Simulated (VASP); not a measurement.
# MgB63N63 (a cell with a defect) in VASP: relaxation of the atoms with PBE

Aim: the relaxation of the atoms of MgB63N63 (a cell with a defect) with PBE.

Program: VASP 6.6.1. These are calculated values, not measurements. Logs are shortened: lines on timing, memory, paths and dates and some standing lists are left out, and cuts for length are marked.

## 1. The cell of the first run

The cell holds a defect, 127 atoms: a = 10.251 Å, b = 10.251 Å, c = 10.251 Å, α = 60.00°, β = 60.00°, γ = 60.00°.

## 2. Relaxation of the atoms, PBE

File INCAR:

```
SYSTEM = MgB63N63
ALGO     = Normal         ! electronic algorithm
EDIFF    = 1E-7           ! SCF threshold, eV
EDIFFG   = -0.03          ! ionic threshold
ENCUT    = 520            ! plane-wave cutoff, eV
GGA      = PE             ! functional
GGA_COMPAT= .FALSE.      
IBRION   = 2              ! ionic algorithm
ISIF     = 2              ! what is computed and relaxed
ISMEAR   = 0              ! smearing method
ISYM     = -1           
KPAR     = 1            
LASPH    = .TRUE.         ! aspherical terms in the spheres
LCHARG   = .FALSE.        ! write CHGCAR
LREAL    = Auto         
LWAVE    = .FALSE.        ! write WAVECAR
NELECT   = 504.0        
NELM     = 120            ! most SCF steps
NELMIN   = 4            
NSW      = 100            ! ionic steps
PREC     = Accurate       ! precision mode
SIGMA    = 0.01           ! smearing width, eV
```

File KPOINTS:

```
explicit points
1
Reciprocal
  0.25000000   0.25000000   0.25000000 1
```

File POSCAR:

```
MgB63N63
1.0
    0.0000000000      7.2482207700      7.2482207700
    7.2482207700      0.0000000000      7.2482207700
    7.2482207700      7.2482207700      0.0000000000
B N Mg
63 63 1
Direct
    0.0000000000      0.0000000000      0.0000000000
    0.0000000000      0.0000000000      0.2500000000
    0.0000000000      0.0000000000      0.5000000000
    0.0000000000      0.0000000000      0.7500000000
    0.0000000000      0.2500000000      0.0000000000
    0.0000000000      0.2500000000      0.2500000000
[... 119 lines left out ...]
    0.8125000000      0.8125000000      0.8125000000
    0.5000000000      0.5000000000      0.5000000000
```

Potentials or basis: VASP PAW PBE potentials, release 64 (B, N, Mg).

Run with:

```
$ cat potpaw_PBE.64/B/POTCAR potpaw_PBE.64/N/POTCAR potpaw_PBE.64/Mg/POTCAR > POTCAR
$ mpirun -np 4 vasp_std > vasp.out
```

OUTCAR:

```text
SYSTEM = MgB63N63
   EDIFF = 1E-7
   EDIFFG = -0.03
   ENCUT = 520
   GGA = PE
   IBRION = 2
   ISIF = 2
   ISMEAR = 0
   ISYM = -1
   LASPH = .TRUE.
   LREAL = Auto
   NELECT = 504.0
   NELM = 120
   NELMIN = 4
   NSW = 100
   PREC = Accurate

 ion  position               nearest neighbor table
   1  0.000  0.000  0.000-  64 1.57  67 1.57  76 1.57 111 1.57
   2  0.000  0.000  0.250-  64 1.57  65 1.57  77 1.57 112 1.57
   3  0.000  0.000  0.500-  65 1.57  66 1.57  78 1.57 113 1.57
   4  0.000  0.000  0.750-  66 1.57  67 1.57  79 1.57 114 1.57
   5  0.000  0.250  0.000-  64 1.57  68 1.57  71 1.57 115 1.57
   6  0.000  0.250  0.250-  65 1.57  68 1.57  69 1.57 116 1.57
[... 118 lines left out ...]
 125  0.812  0.812  0.562-  15 1.57  50 1.57  62 1.57  63 1.57
 126  0.812  0.812  0.812-  16 1.57  51 1.57  60 1.57  63 1.57
 127  0.500  0.500  0.500- 101 1.57 104 1.57 105 1.57  39 2.56  40 2.56  42 2.56  43 2.56  45 2.56
                            46 2.56  54 2.56  57 2.56  58 2.56  27 2.56  28 2.56  31 2.56

IMPORTANT INFORMATION: All symmetrisations will be switched off!
NOSYMM: (Re-)initialisation of all symmetry stuff for point group C_1.

----------------------------------------------------------------------------------------

                                     Primitive cell

  volume of cell :     761.5953

  direct lattice vectors                    reciprocal lattice vectors
     0.000000000  7.248220770  7.248220770    -0.068982446  0.068982446  0.068982446
     7.248220770  0.000000000  7.248220770     0.068982446 -0.068982446  0.068982446
     7.248220770  7.248220770  0.000000000     0.068982446  0.068982446 -0.068982446

  length of vectors
    10.250532116 10.250532116 10.250532116     0.119481102  0.119481102  0.119481102

  position of ions in fractional coordinates (direct lattice)
     0.000000000  0.000000000  0.000000000
     0.000000000  0.000000000  0.250000000
     0.000000000  0.000000000  0.500000000
     0.000000000  0.000000000  0.750000000
     0.000000000  0.250000000  0.000000000
     0.000000000  0.250000000  0.250000000
[... 119 lines left out ...]
     0.812500000  0.812500000  0.812500000
     0.500000000  0.500000000  0.500000000

  ion indices of the primitive-cell ions
   primitive index   ion index
                 1           1
                 2           2
                 3           3
                 4           4
                 5           5
                 6           6
[... 119 lines left out ...]
               126         126
               127         127

----------------------------------------------------------------------------------------

 KPOINTS: explicit points

Read explicit list of k-points.

 Found      1 k-points:

 Following reciprocal coordinates:
            Coordinates               Weight
   k-points           NKPTS =      1   k-points in BZ     NKDIM =      1   number of bands    NBANDS=    316
   number of dos      NEDOS =    301   number of ions     NIONS =    127
   total plane-waves  NPLWV = 512000
   dimension x,y,z NGX =    80 NGY =   80 NGZ =   80
   dimension x,y,z NGXF=   160 NGYF=  160 NGZF=  160
   ions per type =              63  63   1
   NGX,Y,Z   is equivalent  to a cutoff of  12.97, 12.97, 12.97 a.u.
   NGXF,Y,Z  is equivalent  to a cutoff of  25.95, 25.95, 25.95 a.u.
 SYSTEM =  MgB63N63
   PREC   = accura    normal or accurate (medium, high low for compatibility)
   ISTART =      0    job   : 0-new  1-cont  2-samecut
   ICHARG =      2    charge: 1-file 2-atom 10-const
   ISPIN  =      1    spin polarized calculation?
   LNONCOLLINEAR =      F non collinear calculations
   LSORBIT =      F    spin-orbit coupling
   LASPH  =      T    aspherical Exc in radial PAW
   ENCUT  =  520.0 eV  38.22 Ry    6.18 a.u.  19.06 19.06 19.06*2*pi/ulx,y,z
   NELM   =    120;   NELMIN=  4; NELMDL= -5     # of ELM steps
   EDIFF  = 0.1E-06   stopping-criterion for ELM
   LREAL  =      T    real-space projection
   EDIFFG = -.3E-01   stopping-criterion for IOM
   NSW    =    100    number of steps for IOM
   IBRION =      2    ionic relax: 0-MD 1-quasi-New 2-CG
   NFREE  =      1    steps in history (QN), initial steepest desc. (CG)
   ISIF   =      2    stress and relaxation
   ISYM   =     -1    0-nonsym 1-usesym 2-fastsym
   POTIM  = 0.5000    time-step for ionic-motion
   TEBEG  =    0.0;   TEEND  =   0.0 temperature during run
   PSTRESS=    0.0 pullay stress
   NELECT =     504.0000    total number of electrons
   NUPDOWN=      -1.0000    fix difference up-down
   EMIN   =  10.00;   EMAX   =-10.00  energy-range for DOS
   EFERMI =   0.00;   METHOD = LEGACY
   ISMEAR =     0;   SIGMA  =   0.01  broadening in eV -4-tet -1-fermi 0-gaus
   EFERMI_NEDOS =   21; number of points for ismear=-14 and -15
   IALGO  =     38    algorithm
   IMIX   =      4    mixing-type and parameters
     AMIX     =   0.40;   BMIX     =  1.00
     AMIX_MAG =   1.60;   BMIX_MAG =  1.00
  volume/ion in A,a.u.               =       6.00        40.47
  Fermi-wavevector in a.u.,A,eV,Ry     =   1.426626  2.695933 27.691434  2.035263
  Thomas-Fermi vector in A             =   2.546883
   LORBIT       =      0    0 simple, 1 ext, 2 COOP (PROOUT), +10 PAW based schemes
   GGA     = PE    functional components
   LHFCALC =     F    Hartree Fock is set to
   AEXX    =    0.0000 exact exchange contribution
   IVDW    =     0    specifies the selected vdW correction
   LEPSILON=     F    determine dielectric tensor
   LRPA    =     F    only Hartree local field effects (RPA)
 conjugate gradient relaxation of ions
 non-spin polarized calculation
 Gauss-broadening in eV      SIGMA  =   0.01
  energy-cutoff  :      520.00
  volume of cell :      761.60
 maximum number of plane-waves:     20488
 NGX is ok and might be reduce to    80
   NGX = 39   NGY = 39   NGZ = 39

--------------------------------------- Ionic step        1  -------------------------------------------

 number of electron     503.9999950 magnetization

 Free energy of the ion-electron system (eV)
  ---------------------------------------------------
  ext. energy  EPLUGINS =         0.00000000
  ---------------------------------------------------
  free energy    TOTEN  =     -1101.85089924 eV

  energy without entropy =    -1101.84231940  energy(sigma->0) =    -1101.84660932

------------------------ aborting loop because EDIFF is reached ----------------------------------------

  FORCE on cell =-STRESS in cart. coord.  units (eV):
  Direction    XX          YY          ZZ          XY          YZ          ZX
  --------------------------------------------------------------------------------------
  -------------------------------------------------------------------------------------
  Total        4.7964780     -0.9346593     -0.9338631      5.3358857     -5.2607410      5.3374079
  in kB       10.0904098     -1.9662543     -1.9645792     11.2251685    -11.0670857     11.2283707
  external PRESSURE =       2.0531921 kB  Pullay stress =       0.0000000 kB
[... 464 lines left out ...]
  FREE ENERGIE OF THE ION-ELECTRON SYSTEM (eV)
  ---------------------------------------------------
  free  energy   TOTEN  =     -1107.5430035189 eV

  energy  without entropy=    -1107.5377439613  energy(sigma->0) =    -1107.54037374

[... ionic steps 4 to 23 ...]

--------------------------------------- Ionic step       24  -------------------------------------------

 number of electron     503.9999972 magnetization

------------------------ aborting loop because EDIFF is reached ----------------------------------------

  FORCE on cell =-STRESS in cart. coord.  units (eV):
  Direction    XX          YY          ZZ          XY          YZ          ZX
  --------------------------------------------------------------------------------------
  -------------------------------------------------------------------------------------
  Total       -0.2631554     -0.0290287     -0.0276512      3.1132385     -8.4329500      3.1129666
  in kB       -0.5536032     -0.0610680     -0.0581703      6.5493583    -17.7405007      6.5487861
  external PRESSURE =      -0.2242805 kB  Pullay stress =       0.0000000 kB
[... 307 lines left out ...]
  energy  without entropy=    -1109.1690651150  energy(sigma->0) =    -1109.16906511

--------------------------------------- Ionic step       26  -------------------------------------------

 number of electron     503.9999972 magnetization

 Free energy of the ion-electron system (eV)
  ---------------------------------------------------
  ext. energy  EPLUGINS =         0.00000000
  ---------------------------------------------------
  free energy    TOTEN  =     -1109.16953847 eV

  energy without entropy =    -1109.16953847  energy(sigma->0) =    -1109.16953847

 E-fermi :   7.6467     XC(G=0): -12.7100

 val. band max:        7.5703406666   @ k =   0.2500   0.2500   0.2500
 cond. band min:       8.1939860547   @ k =   0.2500   0.2500   0.2500
 fundamental gap:      0.6236453882
 Fermi energy:         7.6467231797

 k-point     1 :       0.2500    0.2500    0.2500
  band No.  band energies     occupation
      1     -12.8150      2.00000
      2     -12.1204      2.00000
      3     -11.7751      2.00000
      4     -11.6056      2.00000
      5     -11.5354      2.00000
      6     -11.3035      2.00000
[... 256 lines left out ...]
    263      13.9414      0.00000
    264      14.0854      0.00000
 [bands above 264 left out]

------------------------ aborting loop because EDIFF is reached ----------------------------------------

  FORCE on cell =-STRESS in cart. coord.  units (eV):
  Direction    XX          YY          ZZ          XY          YZ          ZX
  --------------------------------------------------------------------------------------
  -------------------------------------------------------------------------------------
  Total       -0.2784583     -0.0285892     -0.0277203      3.1150736     -8.4218088      3.1151741
  in kB       -0.5857962     -0.0601435     -0.0583156      6.5532187    -17.7170629      6.5534300
  external PRESSURE =      -0.2347517 kB  Pullay stress =       0.0000000 kB
[... 142 lines left out ...]
  FREE ENERGIE OF THE ION-ELECTRON SYSTEM (eV)
  ---------------------------------------------------
  free  energy   TOTEN  =     -1109.1695384665 eV

  energy  without entropy=    -1109.1695384665  energy(sigma->0) =    -1109.16953847

 reached required accuracy - stopping structural energy minimisation
```

It took 1.6 h on 4 MPI ranks of Intel Xeon Platinum 8375C at 2.90GHz (Ice Lake), shared host; peak memory 0.47 GiB.

What came out:

```
Free energy                  : -1109.1695 eV
Energy gained by relaxing    : 57.6 meV/atom
Ionic steps                  : 26
Largest force after relaxing : 0.020 eV/Å
```

Forces in eV/Å, atoms in the order of the input:
```
B    0.001 -0.003 -0.003
B    0.003 -0.005 -0.002
B   -0.004  0.002 -0.003
B   -0.001 -0.002 -0.003
B    0.003 -0.002 -0.005
B   -0.001 -0.008 -0.008
B    0.010  0.002 -0.009
B    0.001  0.001 -0.004
B   -0.004 -0.004  0.002
B    0.010 -0.009  0.002
B    0.001  0.006  0.006
B    0.000  0.001 -0.001
B   -0.001 -0.003 -0.002
B    0.001 -0.004  0.001
B    0.000 -0.001  0.001
B   -0.001  0.001  0.001
B    0.000 -0.003 -0.003
B    0.001 -0.006 -0.009
B    0.004  0.002 -0.010
B    0.001  0.001 -0.003
B    0.001 -0.009 -0.006
B    0.017 -0.007 -0.007
B    0.009  0.003 -0.001
B   -0.001 -0.002  0.002
B    0.004 -0.010  0.002
B    0.009 -0.001  0.003
B   -0.015  0.006  0.007
B   -0.005  0.009  0.004
B    0.001 -0.004  0.001
B   -0.001  0.002 -0.002
B   -0.005  0.004  0.009
B   -0.001 -0.002 -0.002
B   -0.004  0.001  0.001
B    0.006 -0.002 -0.004
B    0.003  0.001  0.001
B    0.004 -0.006  0.001
B    0.006 -0.004 -0.002
B    0.011 -0.004 -0.004
B    0.000  0.001  0.010
B   -0.010  0.000  0.009
B    0.003  0.001  0.001
B    0.000  0.010  0.001
B   -0.009  0.003  0.005
B    0.004  0.001 -0.006
B   -0.010  0.008  0.000
B   -0.009  0.005  0.003
B   -0.002 -0.005 -0.005
B    0.007 -0.001 -0.001
B    0.004 -0.007 -0.002
B    0.003 -0.002  0.000
B   -0.001  0.002  0.001
B    0.004 -0.002 -0.007
B    0.012 -0.004 -0.004
B   -0.008  0.006  0.011
B   -0.001 -0.002  0.000
B    0.003  0.000 -0.002
B   -0.008  0.011  0.006
B   -0.015  0.007  0.007
B    0.001 -0.001  0.001
B   -0.001  0.001  0.002
B   -0.001  0.000 -0.002
B    0.001  0.001 -0.001
B   -0.003  0.004  0.004
N   -0.002  0.003  0.003
N   -0.007 -0.001 -0.004
N   -0.003  0.003 -0.005
N   -0.003  0.002  0.001
N   -0.007 -0.004 -0.001
N    0.005 -0.004 -0.004
N    0.005  0.005 -0.001
N    0.001  0.004  0.005
N   -0.002 -0.005  0.003
N    0.005 -0.001  0.005
N   -0.009  0.004  0.004
N   -0.007  0.009  0.003
N   -0.003  0.001  0.002
N    0.001  0.005  0.004
N   -0.007  0.003  0.009
N   -0.011  0.001  0.001
N   -0.004 -0.002 -0.001
N    0.001 -0.005 -0.007
N   -0.003  0.005 -0.001
N    0.003  0.000  0.000
N    0.001 -0.007 -0.005
N    0.009 -0.005 -0.005
N   -0.001  0.002  0.004
N   -0.005  0.003  0.005
N   -0.003 -0.001  0.005
N   -0.001  0.004  0.002
N   -0.010  0.005  0.002
N    0.003  0.000  0.000
N   -0.005  0.005  0.003
N   -0.010  0.002  0.005
N   -0.005 -0.005 -0.005
N    0.002 -0.005 -0.005
N    0.003 -0.009 -0.005
N    0.003 -0.002  0.003
N    0.004 -0.003  0.003
N    0.003 -0.005 -0.009
N    0.005 -0.003 -0.003
N    0.009 -0.003  0.011
N    0.002 -0.002  0.000
N    0.003  0.003 -0.003
N    0.009  0.011 -0.003
N   -0.006  0.008  0.008
N   -0.005  0.003 -0.002
N    0.004  0.003 -0.003
N    0.002  0.000 -0.002
N   -0.005 -0.002  0.003
N    0.001  0.002  0.002
N    0.005 -0.004 -0.004
N   -0.002 -0.004 -0.006
N    0.001  0.000  0.001
N    0.004 -0.001 -0.006
N   -0.002 -0.006 -0.004
N   -0.008 -0.001 -0.001
N    0.007  0.010  0.000
N    0.005  0.000 -0.008
N    0.001  0.001  0.000
N    0.007  0.000  0.010
N    0.003  0.006  0.006
N   -0.001  0.000  0.010
N    0.004 -0.006 -0.002
N    0.005 -0.008  0.000
N   -0.001  0.010  0.000
N   -0.011 -0.002 -0.002
Mg  -0.003  0.003  0.003
```

The path:
| step | energy change (eV) | largest force (eV/Å) | pressure (GPa) |
| --- | --- | --- | --- |
| 1 | 0.0000 | 14.9369 | 0.21 |
| 2 | 5.5786 | 12.5749 | 1.60 |
| 3 | -5.6921 | 2.2528 | -1.49 |
| 4 | -5.7225 | 1.7492 | -1.50 |
| 5 | -5.7282 | 1.9118 | -1.51 |
| 6 | -6.1976 | 1.1014 | -1.33 |
| 7 | -6.2676 | 1.3888 | -1.43 |
| 8 | -6.5056 | 0.6604 | -1.34 |
| 9 | -6.5179 | 0.6505 | -1.31 |
| 10 | -6.6996 | 0.9401 | -1.08 |
| 11 | -6.7346 | 1.1321 | -0.91 |
| 12 | -6.8357 | 1.2289 | -0.80 |
| 13 | -7.0173 | 1.6295 | -0.51 |
| 14 | -7.1409 | 1.3677 | -0.44 |
| 15 | -7.1877 | 1.0503 | -0.34 |
| 16 | -7.2381 | 0.8368 | -0.28 |
| 17 | -7.2604 | 0.5699 | -0.20 |
| 18 | -7.2887 | 0.3605 | -0.15 |
| 19 | -7.2959 | 0.3170 | -0.09 |
| 20 | -7.3085 | 0.1005 | -0.07 |
| 21 | -7.3101 | 0.1642 | -0.05 |
| 22 | -7.3162 | 0.0616 | -0.04 |
| 23 | -7.3165 | 0.0647 | -0.03 |
| 24 | -7.3181 | 0.0372 | -0.02 |
| 25 | -7.3182 | 0.0354 | -0.02 |
| 26 | -7.3186 | 0.0200 | -0.02 |

Caveat: the cell carries a net charge on a neutralising background, which shifts energy and pressure; the cell is charged against a uniform background, so pressure and absolute levels hang on convention.
